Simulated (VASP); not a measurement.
**SrHgN: single point with PBE**

SrHgN:

```
Sr Hg N
1.0
     4.19643    0.00000    0.00000
    -2.09822    3.63422    0.00000
     0.00000    0.00000    4.19203
Sr Hg N
1 1 1
Direct
  0.66667 0.33333 0.50000
  0.00000 0.00000 0.00000
  0.33333 0.66667 0.00000
```

The cell was generated, and may not be a known phase.

```json
{
 "Program": "VASP 6.6.1",
 "Task": "single point",
 "Functional": "PBE",
 "Potentials or basis": "VASP PAW PBE potentials, release 64 (Sr_sv, Hg_sv_GW, N)",
 "Cutoff": "700 eV",
 "k mesh": "6 × 6 × 4",
 "Occupations": "gaussian, width 0.1 eV",
 "Spin": "no spin polarisation"
}
```

The pressure is 0.0 GPa and the band gap on the k mesh is zero (an odd number of electrons rules out a gap without spin polarisation).

Stress tensor (GPa, compression positive):
```
 0.16  0.00  0.00
 0.00  0.16  0.00
 0.00  0.00 -0.22
```

Levels at points of the mesh, in eV from the Fermi level:
| k point | band 15 | band 16 | band 17 | band 18 | band 19 | band 20 | band 21 | band 22 |
| --- | --- | --- | --- | --- | --- | --- | --- | --- |
| (0.00, 0.00, 0.00) | -3.69 | -1.76 | -1.29 | -1.29 | 1.47 | 3.21 | 3.21 | 4.95 |
| (0.50, 0.00, 0.00) | -5.97 | -2.33 | -1.50 | 0.00 | 2.17 | 2.77 | 3.01 | 4.94 |
| (0.00, 0.00, 0.50) | -3.92 | -2.18 | -0.97 | -0.97 | 1.10 | 3.21 | 3.21 | 3.52 |
| (0.50, 0.00, 0.50) | -5.42 | -2.72 | -1.98 | -0.51 | 0.61 | 4.65 | 4.73 | 5.03 |

Wall time 30 s on 1 thread of Intel(R) Xeon(R) 6975P-C (Granite Rapids) (shared host), peak memory 0.25 GiB.

Caveat: the k points lie up to 0.37 Å⁻¹ apart, too coarse for converged energies and pressures of a metal; spin-orbit coupling is left out, which moves the levels of the heavy elements.
